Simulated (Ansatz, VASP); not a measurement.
SnTe: VASP beside Ansatz

POSCAR

```
SnTe
1.0
    5.5026008091      0.0000000001      0.0000000000
   -2.7513004046      4.7653920875      0.0000000000
    0.0000000000      0.0000000000      6.6150483095
Sn Te
2 2
Direct
    0.3333333333      0.6666666667     -0.0459806339
    0.6666666667      0.3333333333      0.4540193661
    0.3333333333      0.6666666667      0.4209806339
    0.6666666667      0.3333333333      0.9209806339
```

Contents of INCAR.step1:

```
PREC = Accurate ; ENCUT = 520
ISMEAR = 0 ; SIGMA = 0.01
LREAL = F ; LASPH = T
NELM = 100 ; NBANDS = 28
GGA = PE ; ALGO = Normal
EDIFF = 1E-4 ; LWAVE = T
LCHARG = F
```

The input INCAR.step2:

```
PREC = Accurate ; ENCUT = 520
EDIFF = 1E-7 ; ISMEAR = 0
SIGMA = 0.01 ; LREAL = F
LASPH = T ; NELM = 100
ALGO = Normal ; ISIF = 2
LWAVE = F ; LCHARG = T
METAGGA = R2SCAN ; LMIXTAU = T
LELF = T ; LVHAR = T
NBANDS = 28 ; ISTART = 1
```

File KPOINTS:

```
Automatic mesh
0
Gamma
  6 6 4
```

Input for Ansatz:

```yaml
crystal:
  lattice:
    - [5.5026008091, 1.0e-10, 0.0]
    - [-2.7513004046, 4.7653920875, 0.0]
    - [0.0, 0.0, 6.6150483095]
  atoms:
    - { symbol: Sn, position: [0.3333333333, 0.6666666667, -0.0459806339] }
    - { symbol: Sn, position: [0.6666666667, 0.3333333333, 0.4540193661] }
    - { symbol: Te, position: [0.3333333333, 0.6666666667, 0.4209806339] }
    - { symbol: Te, position: [0.6666666667, 0.3333333333, 0.9209806339] }
kpoints:
  mp_grid: { grid: [6, 6, 4] }
hamiltonian:
  xc: r2scan
scf:
  occupations: { method: fixed }
  n_extra_bands: 5
output:
  forces: true
  stress: true
  eigenvalues: true
```

Alike in both runs: task single point; functional r2SCAN; k mesh 6 × 6 × 4; no spin polarisation.

|  | VASP | Ansatz |
| --- | --- | --- |
| version | VASP 6.6.1 | Ansatz 0.2.0 |
| potentials or method | VASP PAW PBE potentials, release 64 (Sn_d, Te) | plane waves, PAW |
| plane-wave cutoff (eV) | 520 | 500 |
| occupations | gaussian, width 0.01 eV | fixed |
| valence electrons in the cell | 40 | 60 |

|  | VASP | Ansatz | Ansatz less VASP |
| --- | --- | --- | --- |
| gap on the k mesh at the Fermi level (eV) | 0.84 | 0.84 | +0.001 |
| pressure (GPa) | -1.7 | -1.6 | +0.01 |
| traceless stress, the component that is largest in VASP (GPa) | -0.06 | -0.07 | -0.011 |
| rms of the force components (eV/Å) | 0.062 | 0.065 | +0.0037 |

VASP's potentials were made for PBE, not for r2SCAN. Atom by atom the forces differ by 0.004 eV/Å (rms over components). VASP's potentials hold 40 valence electrons a cell and Ansatz's 60, so a difference there can come from the potentials and not from the codes.

Spin-orbit coupling is off throughout.
